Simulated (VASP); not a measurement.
# Cd4Se (P-4m2) in VASP: a series of runs, part 2 of 2

VASP 6.6.1. The steps go on from the part before.

## 4. Relaxation of cell and atoms, PBE

This run uses another cell than the first one, of 28.20 Å³/atom.

Contents of INCAR:

```
PREC = Accurate
ENCUT = 600
EDIFF = 1E-7
ISMEAR = 0
SIGMA = 0.1
LREAL = F
LASPH = T
NELM = 80
ALGO = Normal
ISIF = 3
LWAVE = F
LCHARG = F
GGA = PE
IBRION = 2
NSW = 80
EDIFFG = -0.001
```

Contents of KPOINTS:

```
regular mesh
0
Gamma
  8 8 4
```

Contents of POSCAR:

```
Cd4Se
1.0
    4.2395342960      0.0000000000      0.0000000000
    0.0000000000      4.2395342960      0.0000000000
    0.0000000000      0.0000000000      7.8446135152
Cd Se
4 1
Direct
    0.5000000000      0.0000000000      0.7839837964
    0.0000000000      0.5000000000      0.2160162036
    0.0000000000      0.0000000000      0.5000000000
    0.5000000000      0.5000000000      0.5000000000
    0.0000000000      0.0000000000      0.0000000000
```

Potentials or basis: VASP PAW PBE potentials, release 64 (Cd, Se).

Started as:

```bash
$ cat potpaw_PBE.64/Cd/POTCAR potpaw_PBE.64/Se/POTCAR > POTCAR
$ mpirun -np 1 vasp_std > vasp.out
```

OUTCAR:

```text
PREC = Accurate
   ENCUT = 600
   EDIFF = 1E-7
   ISMEAR = 0
   LREAL = F
   LASPH = T
   NELM = 80
   ISIF = 3
   GGA = PE
   IBRION = 2
   NSW = 80
   EDIFFG = -0.001

 ion  position               nearest neighbor table
   1  0.500  0.000  0.784-   5 2.71   5 2.71   3 3.08   4 3.08   3 3.08   4 3.08
   2  0.000  0.500  0.216-   5 2.71   5 2.71   3 3.08   3 3.08   4 3.08   4 3.08
   3  0.000  0.000  0.500-   4 3.00   4 3.00   4 3.00   4 3.00   2 3.08   1 3.08   1 3.08   2 3.08

   4  0.500  0.500  0.500-   3 3.00   3 3.00   3 3.00   3 3.00   2 3.08   2 3.08   1 3.08   1 3.08

   5  0.000  0.000  0.000-   1 2.71   2 2.71   2 2.71   1 2.71

  LATTYP: Found a simple tetragonal cell.
 ALAT       =     4.2395342960
 C/A-ratio  =     1.8503479315

  Lattice vectors:

 A1 = (   4.2395342960,   0.0000000000,   0.0000000000)
[... 381 lines left out ...]

 Free energy of the ion-electron system (eV)
  ---------------------------------------------------
  ext. energy  EPLUGINS =         0.00000000
  ---------------------------------------------------
  free energy    TOTEN  =        -7.04032796 eV

  energy without entropy =       -7.03476461  energy(sigma->0) =       -7.03754629

 E-fermi :   1.6036     XC(G=0):  -9.2418

 val. band max:        1.5931235370   @ k =   0.3750   0.3750   0.5000
 cond. band min:       1.6683262236   @ k =   0.5000   0.2500   0.5000
 fundamental gap:      0.0752026865
 Fermi energy:         1.6035881632

 k-point     1 :       0.0000    0.0000    0.0000
  band No.  band energies     occupation
      1     -11.6407      2.00000
      2      -8.0807      2.00000
      3      -7.9996      2.00000
      4      -7.8329      2.00000
      5      -7.7831      2.00000
      6      -7.7831      2.00000
[... 829 lines left out ...]
     31       4.4553      0.00000
     32       5.2657      0.00000

 [... further k-points ...]
[... 5 lines left out ...]
  --------------------------------------------------------------------------------------
  -------------------------------------------------------------------------------------
  Total        0.0012415      0.0012415      0.0029268      0.0000000      0.0000000     -0.0000000
  in kB        0.0140427      0.0140427      0.0331056      0.0000000      0.0000000     -0.0000000
  external PRESSURE =       0.0203970 kB  Pullay stress =       0.0000000 kB
[... 20 lines left out ...]
  FREE ENERGIE OF THE ION-ELECTRON SYSTEM (eV)
  ---------------------------------------------------
  free  energy   TOTEN  =        -7.0403279633 eV

  energy  without entropy=       -7.0347646094  energy(sigma->0) =       -7.03754629

 reached required accuracy - stopping structural energy minimisation
```

OSZICAR:

```text
N       E                     dE             d eps       ncg     rms          rms(c)
DAV:   1     0.420646845730E+03    0.42065E+03   -0.29547E+04  2880   0.178E+03
[... 48 lines left out ...]
DAV:   1    -0.704041212122E+01   -0.87269E-04   -0.49971E-03  2936   0.486E-01    0.523E-02
DAV:   2    -0.704035588822E+01    0.56233E-04   -0.67761E-05  3056   0.115E-01    0.295E-02
DAV:   3    -0.704033022134E+01    0.25667E-04   -0.33831E-05  3144   0.485E-02    0.108E-02
DAV:   4    -0.704032826044E+01    0.19609E-05   -0.59389E-06  3080   0.202E-02    0.564E-03
DAV:   5    -0.704032805143E+01    0.20900E-06   -0.25782E-07  2112   0.524E-03    0.253E-03
DAV:   6    -0.704032793256E+01    0.11888E-06   -0.11384E-07  1568   0.452E-03    0.487E-04
DAV:   7    -0.704032796328E+01   -0.30726E-07   -0.24027E-08  1488   0.185E-03
   6 F= -.70403280E+01 E0= -.70375463E+01  d E =-.610981E-05
```

It took 13 min on 1 thread of AMD EPYC 7R43 (Zen 3), shared host; peak memory 0.37 GiB.

Results:

- Free energy: -7.0403 eV
- Relaxed volume: 28.33 Å³/atom
- Relaxed cell: a = 4.247 Å, b = 4.247 Å, c = 7.852 Å, α = 90.00°, β = 90.00°, γ = 90.00°
- Space group after relaxing (to 0.1 Å): P-4m2 (No. 115)
- Energy gained by relaxing: 0.1 meV/atom
- Ionic steps: 6
- Pressure after relaxing: 0.0 GPa
- Band gap on the k mesh: zero (bands 27 and 28 overlap by 3.29 eV)

The path:
```tsv
step	energy change (eV)	largest force (eV/Å)	pressure (GPa)	volume (Å³)
1	0.0000	0.0061	0.16	141.00
2	-0.0003	0.0003	0.02	141.57
3	-0.0003	0.0004	0.00	141.64
4	-0.0003	0.0003	0.00	141.63
5	-0.0003	0.0001	0.00	141.64
6	-0.0003	0.0005	0.00	141.65
```

Final structure:
```cif
data_structure
_symmetry_space_group_name_H-M 'P 1'
_symmetry_Int_Tables_number 1
_cell_length_a 4.2472
_cell_length_b 4.2472
_cell_length_c 7.8523
_cell_angle_alpha 90.000
_cell_angle_beta 90.000
_cell_angle_gamma 90.000
_cell_volume 141.65
loop_
_atom_site_label
_atom_site_type_symbol
_atom_site_fract_x
_atom_site_fract_y
_atom_site_fract_z
_atom_site_occupancy
Cd1 Cd 0.50000 0.00000 0.78395 1
Cd2 Cd 0.00000 0.50000 0.21605 1
Cd3 Cd 0.00000 0.00000 0.50000 1
Cd4 Cd 0.50000 0.50000 0.50000 1
Se1 Se 0.00000 0.00000 0.00000 1
```

## 5. Relaxation of cell and atoms, PBE

This run uses another cell than the first one, of 28.35 Å³/atom.

Contents of INCAR:

```
PREC     = Accurate       # precision mode
ENCUT    = 600            # plane-wave cutoff, eV
EDIFF    = 1E-7           # SCF threshold, eV
ISMEAR   = 0              # smearing method
SIGMA    = 0.1            # smearing width, eV
LREAL    = False          # projectors in reciprocal space
LASPH    = True           # aspherical terms in the spheres
NELM     = 100            # most SCF steps
ALGO     = Normal         # electronic algorithm
ISIF     = 3              # what is computed and relaxed
LWAVE    = False          # write WAVECAR
LCHARG   = False          # write CHGCAR
GGA      = PE             # functional
IBRION   = 2              # ionic algorithm
NSW      = 100            # ionic steps
EDIFFG   = -0.01          # ionic threshold
```

KPOINTS is that of step 4.

Contents of POSCAR:

```
Cd4Se
1.0
    4.3263075821      0.0000000000      0.0000000000
    0.0000000000      4.3263075821      0.0000000000
    0.0000000000      0.0000000000      7.5735059135
Cd Se
4 1
Direct
    0.5000000000      0.0000000000      0.7827036378
    0.0000000000      0.5000000000      0.2172963622
    0.0000000000      0.0000000000      0.5000000000
    0.5000000000      0.5000000000      0.5000000000
    0.0000000000      0.0000000000      0.0000000000
```

Started as:

```bash
$ cat potpaw_PBE.64/Cd/POTCAR potpaw_PBE.64/Se/POTCAR > POTCAR
$ mpirun -np 1 vasp_std > vasp.out
```

Run time: 26 min. Hardware: 1 thread of AMD EPYC 7R43 (Zen 3), shared host; peak memory 0.36 GiB.

The run converged. Its results:

```
Free energy                           : -7.0407 eV
Relaxed volume                        : 28.32 Å³/atom
Relaxed cell                          : a = 4.246 Å, b = 4.246 Å, c = 7.852 Å, α = 90.00°, β = 90.00°, γ = 90.00°
Space group after relaxing (to 0.1 Å) : P-4m2 (No. 115)
Energy gained by relaxing             : 5.3 meV/atom
Ionic steps                           : 9
Pressure after relaxing               : 0.0 GPa
Band gap on the k mesh                : zero (bands 27 and 28 overlap by 3.29 eV)
```

Step by step:
| step | energy change (eV) | largest force (eV/Å) | pressure (GPa) | volume (Å³) |
| --- | --- | --- | --- | --- |
| 1 | 0.0000 | 0.0167 | 0.22 | 141.75 |
| 2 | -0.0113 | 0.0256 | -0.04 | 142.56 |
| 3 | -0.0183 | 0.0569 | -0.74 | 144.88 |
| 4 | -0.0203 | 0.0460 | -0.53 | 144.14 |
| 5 | -0.0261 | 0.0225 | -0.08 | 141.98 |
| 6 | -0.0262 | 0.0190 | -0.02 | 141.70 |
| 7 | -0.0262 | 0.0184 | -0.01 | 141.65 |
| 8 | -0.0262 | 0.0100 | 0.00 | 141.62 |
| 9 | -0.0263 | 0.0019 | 0.02 | 141.59 |

Final structure:
```yaml
crystal:
  lattice:
    - [4.24640, 0.00000, 0.00000]
    - [0.00000, 4.24640, 0.00000]
    - [0.00000, 0.00000, 7.85226]
  atoms:
    - { symbol: Cd, position: [0.50000, 0.00000, 0.78389] }
    - { symbol: Cd, position: [0.00000, 0.50000, 0.21611] }
    - { symbol: Cd, position: [0.00000, 0.00000, 0.50000] }
    - { symbol: Cd, position: [0.50000, 0.50000, 0.50000] }
    - { symbol: Se, position: [0.00000, 0.00000, 0.00000] }
```

Levels at points of the mesh, in eV from the Fermi level:
```
           k point  band 23  band 24  band 25  band 26  band 27  band 28  band 29  band 30  band 31  band 32
(0.00, 0.00, 0.00)    -5.15    -2.00    -2.00    -0.64    -0.01     1.83     1.83     2.85     3.36     4.63
(0.50, 0.00, 0.00)    -4.68    -3.80    -3.57    -1.66    -1.18     1.38     2.47     3.82     3.94     4.50
(0.50, 0.50, 0.00)    -4.27    -3.27    -2.21    -2.05    -2.05    -1.88     0.69     1.82     1.82     2.38
(0.00, 0.00, 0.50)    -3.47    -3.28    -1.91    -1.91     1.41     1.41     1.89     2.30     3.23     5.13
(0.50, 0.00, 0.50)    -5.12    -4.30    -2.32    -1.65    -0.68     0.19     1.93     3.53     4.02     4.24
(0.50, 0.50, 0.50)    -4.23    -3.63    -2.23    -2.23    -2.07    -0.66    -0.08     1.35     2.62     2.62
```

## 6. Overview

```csv
task,cell,cutoff (eV),gap on the mesh (eV),pressure (GPa),relaxed volume (Å³/atom),largest force (eV/Å)
single point,"a = 4.288, b = 4.288, c = 7.897 Å, 5 atoms, atomic positions A",500,none,-0.7,-,0.01
single point,"a = 4.338, b = 4.338, c = 7.942 Å, 5 atoms, atomic positions A",500,none,-1.5,-,0.01
relaxation of cell and atoms,"relaxed from a = 4.240, b = 4.240, c = 7.845 Å, 5 atoms, atomic positions A",600,none,0.0,28.33,-
relaxation of cell and atoms,"relaxed from a = 4.326, b = 4.326, c = 7.574 Å, 5 atoms, atomic positions B",600,none,0.0,28.32,-
```

Alike in all rows: level PBE; potentials or basis VASP PAW PBE potentials, release 64 (Cd, Se); no spin polarisation; k mesh 8 × 8 × 4; smearing gaussian 0.1 eV.

Absolute energies hang on the potentials; compare differences alone.
